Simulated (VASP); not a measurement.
Wanted: the native input for a VASP 6.6.1 run.

```
Task                   : single point
Functional             : r2SCAN
Potentials or basis    : VASP PAW PBE potentials, release 64 (N, Sb, Cs_sv)
Cutoff                 : 520 eV
k mesh                 : 8 × 8 × 8
Occupations            : gaussian, width 0.0353 eV
Spin                   : no spin polarisation
Dipole correction      : no
Further INCAR settings : ALGO = Normal; EDIFF = 1e-07; NBANDS = 24
```

Cs2SbN2:

```
CELL_PARAMETERS angstrom
0.00000 4.33638 0.00000
4.33638 0.00000 0.00000
2.16819 2.16819 -6.86987
ATOMIC_POSITIONS crystal
N 0.25000 0.75000 0.50000
N 0.75000 0.25000 0.50000
Sb 0.00000 0.00000 0.00000
Cs 0.34400 0.34400 0.31200
Cs 0.65600 0.65600 0.68800
```

The input as run:

POSCAR

```
Cs2SbN2
1.0
    0.0000000000      4.3363830000      0.0000000000
    4.3363830000      0.0000000000      0.0000000000
    2.1681920000      2.1681920000     -6.8698660000
N Sb Cs
2 1 2
Direct
    0.2500000000      0.7500000000      0.5000000000
    0.7500000000      0.2500000000      0.5000000000
    0.0000000000      0.0000000000      0.0000000000
    0.3440000000      0.3440000000      0.3120000000
    0.6560000000      0.6560000000      0.6880000000
```

INCAR.step1

```
SYSTEM = Cs2SbN2
ALGO = Normal ; EDIFF = 1E-4
ENCUT = 520 ; GGA = PE
ISMEAR = 0 ; LASPH = .TRUE.
LCHARG = .FALSE. ; LREAL = .FALSE.
LWAVE = .TRUE. ; NBANDS = 24
NELM = 60 ; PREC = Accurate
SIGMA = 0.0353
```

INCAR.step2

```
SYSTEM = Cs2SbN2
ALGO = Normal ; EDIFF = 1E-7
ENCUT = 520 ; ISIF = 2
ISMEAR = 0 ; ISTART = 1
LASPH = .TRUE. ; LCHARG = .FALSE.
LMIXTAU = .TRUE. ; LREAL = .FALSE.
LWAVE = .FALSE. ; METAGGA = R2SCAN
NBANDS = 24 ; NELM = 60
PREC = Accurate ; SIGMA = 0.0353
```

KPOINTS

```
k-points
0
G
  8 8 8
  0 0 0
```

Potentials or basis: VASP PAW PBE potentials, release 64 (N, Sb, Cs_sv).

Run with:

```bash
$ cat potpaw_PBE.64/N/POTCAR potpaw_PBE.64/Sb/POTCAR potpaw_PBE.64/Cs_sv/POTCAR > POTCAR
$ cp INCAR.step1 INCAR
$ mpirun -np 1 vasp_std > vasp.out
$ cp INCAR.step2 INCAR
$ mpirun -np 1 vasp_std > vasp.out
```

It gave:

```yaml
Pressure: 5.8 GPa
Largest_force: 2.017 eV/Å
```

Caveat: the PAW data sets were made with another functional, which shifts forces and pressure a little.

Run time: 17 min on 1 thread of AMD EPYC 7R43 64-Core Processor (Zen 3), with other jobs on the host, peak memory 0.33 GiB.
